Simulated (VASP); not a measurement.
Wanted: the native input for a VASP 6.6.1 run.

| Item | Value |
| --- | --- |
| Task | single point |
| Functional | PBEsol |
| Potentials or basis | VASP PAW PBE potentials, release 64 (Mg, O) |
| Cutoff | 520 eV |
| k mesh | 6 × 6 × 6 |
| Occupations | gaussian, width 0.05 eV |
| Spin | no spin polarisation |
| Dipole correction | no |
| Further INCAR settings | ALGO = Normal; EDIFF = 1e-07; NBANDS = 26 |

The structure of MgO lies in POSCAR:

```
MgO
1.0
    4.2149416169      0.0000000000      0.0000000000
    0.0000000000     -4.2149416169      0.0000000000
    0.0000000000      0.0000000000     -4.2149416169
Mg O
4 4
Direct
   -0.0889138280      0.0889138280      0.0502972566
    0.5000000000      0.5000000000      0.0000000000
    0.5000000000      0.0000000000      0.5000000000
    0.0000000000      0.5000000000      0.5000000000
    0.5000000000      0.0000000000      0.0000000000
    0.0000000000      0.5000000000      0.0000000000
    0.0000000000      0.0000000000      0.5000000000
    0.5000000000      0.5000000000      0.5000000000
```

This cell differs from its parent crystal: atom 1 (Mg) moved by -0.530 Å along [1 1 0] and -0.212 Å along [0 0 1].

One way to write it, as run:

INCAR

```
PREC = Accurate
ENCUT = 520
EDIFF = 1E-7
ISMEAR = 0
SIGMA = 0.05
LREAL = False
LASPH = True
NELM = 100
ALGO = Normal
ISIF = 2
LWAVE = False
LCHARG = False
GGA = PS
NBANDS = 26
```

KPOINTS

```
regular mesh
0
Gamma
  6 6 6
```

Potentials or basis: VASP PAW PBE potentials, release 64 (Mg, O).

Run with:

```sh
$ cat potpaw_PBE.64/Mg/POTCAR potpaw_PBE.64/O/POTCAR > POTCAR
$ mpirun -np 1 vasp_std > vasp.out
```

Results of the run:

* Pressure: 8.7 GPa
* Largest force: 6.460 eV/Å
* Band gap on the k mesh: 4.51 eV, direct

Caveat: the cell differs from its parent crystal (atom 1 (Mg) moved by -0.530 Å along [1 1 0] and -0.212 Å along [0 0 1]); the PAW data sets were made with another functional, which shifts forces and pressure a little.

Run time: 39 s on 1 thread of Intel(R) Xeon(R) 6975P-C (Granite Rapids), with other jobs on the host, peak memory 0.23 GiB.
